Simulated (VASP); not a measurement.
C:

```
CELL_PARAMETERS angstrom
3.34383 0.00000 0.00000
-1.67191 2.89584 0.00000
0.00000 0.00000 2.04977
ATOMIC_POSITIONS crystal
C 0.00000 0.00000 0.00000
C 0.33333 0.66667 0.50000
C 0.66667 0.33333 0.50000
```

- Program: VASP 6.6.1
- Task: relaxation of cell and atoms
- Functional: r2SCAN
- Potentials or basis: VASP PAW PBE potentials, release 64 (C)
- Cutoff: 600 eV
- k mesh: 11 × 11 × 15
- Occupations: fermi-dirac, width 0.1 eV
- Spin: no spin polarisation

At the start: pressure 2.8 GPa; volume 6.62 Å³/atom.

Q: How do energy, volume and symmetry change on relaxing?

A: Over 22 steps the energy falls by 3146.5 meV/atom and the volume is 9.12 Å³/atom (+37.8 %); space group P6/mmm (No. 191, to 0.1 Å) before and after.

Step by step:
```
step  energy change (eV)  largest force (eV/Å)  pressure (GPa)  volume (Å³)
   1              0.0000                0.0000            2.83        19.85
   2             -0.1017                0.0000           -0.90        20.17
   3             -0.5093                0.0000          -11.74        21.04
   4             -1.9350                0.0000          -23.58        22.15
   5             -3.2326                0.0000          219.54        21.23
   6             -3.0315                0.0000          -35.76        22.31
   7             -8.3628                0.0000           14.34        22.20
   8             -8.2264                0.0000           89.75        21.83
   9             -8.7395                0.0000           52.70        22.01
  10             -8.6468                0.0000           64.56        21.95
  11             -8.9149                0.0000           43.52        22.63
  12             -9.0191                0.0000           -3.06        24.64
  13             -9.0822                0.0000           12.21        23.89
  14             -9.1758                0.0000            9.80        24.35
  15             -9.3653                0.0000            3.66        25.76
  16             -9.4064                0.0000           -4.99        28.70
  17             -9.4382                0.0000           -2.03        27.53
  18             -9.4382                0.0000           -1.81        27.45
  19             -9.4392                0.0000            0.85        27.30
  20             -9.4394                0.0000            0.10        27.35
  21             -9.4394                0.0000            0.06        27.35
  22             -9.4394                0.0000            0.02        27.36
```

Final structure:
```yaml
crystal:
  lattice:
    - [4.97851, 0.00000, 0.00000]
    - [-2.48925, 4.31151, 0.00000]
    - [0.00000, 0.00000, 1.27446]
  atoms:
    - { symbol: C, position: [0.00000, 0.00000, 0.00000] }
    - { symbol: C, position: [0.33333, 0.66667, 0.50000] }
    - { symbol: C, position: [0.66667, 0.33333, 0.50000] }
```

Caveat: the volume moved by over 15 % at a fixed basis, so the end points are rough; the PAW data sets were made with another functional, which shifts forces and pressure a little.
